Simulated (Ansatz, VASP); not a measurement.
## Y2AlN3 in VASP and in Ansatz

Contents of INCAR:

```
SYSTEM = Y2AlN3
ALGO = Normal
EDIFF = 1E-6
ENCUT = 520
GGA = PE
ISIF = 2
ISMEAR = 0
LASPH = .TRUE.
LCHARG = .TRUE.
LELF = .TRUE.
LREAL = .FALSE.
LVHAR = .TRUE.
LWAVE = .FALSE.
NBANDS = 29
NELM = 60
PREC = Accurate
SIGMA = 0.1
```

File KPOINTS:

```
k-points
0
G
  6 6 4
  0 0 0
```

The input POSCAR:

```
Y2AlN3
1.0
    5.0983092800      0.0000000000      0.0000000000
   -2.5491546400      4.4152653500      0.0000000000
    0.0000000000      0.0000000000      4.0475816900
Y Al N
2 1 3
Direct
    0.3333333300      0.6666666700      0.6422189100
    0.6666666700      0.3333333300      0.3577810900
    0.0000000000      0.0000000000      0.0000000000
    0.3333333300      0.6666666700      0.2023891300
    0.6666666700      0.3333333300      0.7976108700
    0.0000000000      0.0000000000      0.5000000000
```

Input for Ansatz:

```yaml
crystal:
  lattice:
    - [5.09830928, 0.0, 0.0]
    - [-2.54915464, 4.41526535, 0.0]
    - [0.0, 0.0, 4.04758169]
  atoms:
    - { symbol: "Y", position: [0.33333333, 0.66666667, 0.64221891] }
    - { symbol: "Y", position: [0.66666667, 0.33333333, 0.35778109] }
    - { symbol: Al, position: [0.0, 0.0, 0.0] }
    - { symbol: "N", position: [0.33333333, 0.66666667, 0.20238913] }
    - { symbol: "N", position: [0.66666667, 0.33333333, 0.79761087] }
    - { symbol: "N", position: [0.0, 0.0, 0.5] }
basis:
  ecutwfc: 420
kpoints:
  mp_grid: { grid: [6, 6, 4] }
hamiltonian:
  xc: pbe
scf:
  occupations: { method: gaussian, width: 0.1 }
  lower_state_search: "off"
output:
  forces: true
  stress: true
  eigenvalues: true
```

Alike in both runs: task single point; functional PBE; k mesh 6 × 6 × 4; occupations gaussian, width 0.1 eV; no spin polarisation.

|  | VASP | Ansatz |
| --- | --- | --- |
| version | VASP 6.6.1 | Ansatz 0.2.0 |
| potentials or method | VASP PAW PBE potentials, release 64 (Y_sv, Al, N), cutoff 520 eV | scalar-relativistic, plane waves, PAW |
| valence electrons in the cell | 40 | 40 |

```tsv
	VASP	Ansatz	Ansatz less VASP
gap on the k mesh at the Fermi level (eV)	none	none	-
pressure (GPa)	12.4	12.1	-0.25
traceless stress, the component that is largest in VASP (GPa)	34.19	33.50	-0.689
rms of the force components (eV/Å)	3.665	3.584	-0.0809
```

Atom by atom the forces differ by 0.081 eV/Å (rms over components). A gap of «none» marks a metal or a gap that the smearing closes. With one functional, cell and mesh, what is left measures potentials, basis and numerics.

The k mesh is coarse, so the values compare programs but aren't converged.
